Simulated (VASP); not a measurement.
A run of VASP 6.6.1:

The input INCAR:

```
SYSTEM = GaN
PREC = Accurate
ENCUT = 600
EDIFF = 1E-6
ISMEAR = 0
SIGMA = 0.01
LREAL = .False.
LASPH = .True.
NELM = 120
ALGO = Normal
ISIF = 2
LWAVE = .False.
LCHARG = .False.
GGA = PS
NBANDS = 16
GGA_COMPAT = .False.
```

KPOINTS

```
Automatic mesh
0
Gamma
  8 8 8
  0 0 0
```

The input POSCAR:

```
GaN
1.0
    0.0000000000      2.1352400000      2.1352400000
    2.1352400000      0.0000000000      2.1352400000
    2.1352400000      2.1352400000      0.0000000000
Ga N
1 1
Direct
    0.0000000000      0.0000000000      0.0000000000
    0.5000000000      0.5000000000      0.5000000000
```

Potentials or basis: VASP PAW PBE potentials, release 64 (Ga_d, N).

Run with:

```sh
$ cat potpaw_PBE.64/Ga_d/POTCAR potpaw_PBE.64/N/POTCAR > POTCAR
$ mpirun -np 1 vasp_std > vasp.out
```

Hardware: 1 thread of Intel(R) Xeon(R) Platinum 8488C (Sapphire Rapids), on a shared host.

Task: Estimate the wall time of this run.

Result: It took 8.3 s on 1 thread of Intel(R) Xeon(R) Platinum 8488C (Sapphire Rapids) (shared host), peak memory 0.14 GiB. Counts: scf iterations 12, k points 29.
